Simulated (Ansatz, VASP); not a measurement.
# One calculation of InAs, two programs

INCAR

```
SYSTEM = InAs
PREC     = Accurate       ! precision mode
ENCUT    = 520            ! plane-wave cutoff, eV
EDIFF    = 1E-7           ! SCF threshold, eV
ISMEAR   = 0              ! smearing method
SIGMA    = 0.1            ! smearing width, eV
LREAL    = .FALSE.        ! projectors in reciprocal space
LASPH    = .TRUE.         ! aspherical terms in the spheres
NELM     = 80             ! most SCF steps
ALGO     = Normal         ! electronic algorithm
ISIF     = 2              ! what is computed and relaxed
LWAVE    = .FALSE.        ! write WAVECAR
LCHARG   = .FALSE.        ! write CHGCAR
NBANDS   = 16             ! bands
```

The input KPOINTS:

```
Automatic mesh
0
G
  12 12 12
  0 0 0
```

File POSCAR:

```
InAs
1.0
    0.0000000000      3.0438898545      3.0438898545
    3.0438898545      0.0000000000      3.0438898545
    3.0438898545      3.0438898545      0.0000000000
In As
1 1
Direct
    0.0000000000      0.0000000000      0.0000000000
    0.2500000000      0.2500000000      0.2500000000
```

Input for Ansatz:

```yaml
crystal:
  lattice:
    - [0.0, 3.0438898545, 3.0438898545]
    - [3.0438898545, 0.0, 3.0438898545]
    - [3.0438898545, 3.0438898545, 0.0]
  atoms:
    - { symbol: In, position: [0.0, 0.0, 0.0] }
    - { symbol: As, position: [0.25, 0.25, 0.25] }
basis:
  ecutwfc: 420
kpoints:
  mp_grid: { grid: [12, 12, 12] }
  band_path:
    path:
      - [0.0, 0.0, 0.0]
      - [-0.5, -0.5, 0.0]
      - [-0.375, -0.375, 0.25]
      - [-0.375, 0.0, 0.375]
      - [0.0, 0.0, 0.5]
      - [-0.5, -0.25, 0.25]
    npoints: 1
hamiltonian:
  xc: lda
scf:
  occupations: { method: gaussian, width: 0.1 }
  n_extra_bands: 4
output:
  forces: true
  stress: true
  eigenvalues: true
```

Alike in both runs: task single point; functional LDA; k mesh 12 × 12 × 12; occupations gaussian, width 0.1 eV; no spin polarisation.

```csv
,VASP,Ansatz
version,VASP 6.6.1,Ansatz 0.2.0
potentials or method,"VASP PAW LDA potentials, release 64 (In_d, As), cutoff 520 eV","scalar-relativistic, plane waves, PAW"
valence electrons in the cell,18,28
```

Ansatz gave:

```
gap on the k mesh at the Fermi level (eV) : none
pressure (GPa)                            : -1.7
```

Task: Which values does VASP return?

Result: gap on the k mesh at the Fermi level (eV): none; pressure (GPa): -1.6.

LDA's correlation is that of Perdew and Zunger in VASP and of Perdew and Wang (1992) in Ansatz. A gap of «none» marks a metal or a gap that the smearing closes. VASP's potentials hold 18 valence electrons a cell and Ansatz's 28, so a difference there can come from the potentials and not from the codes.
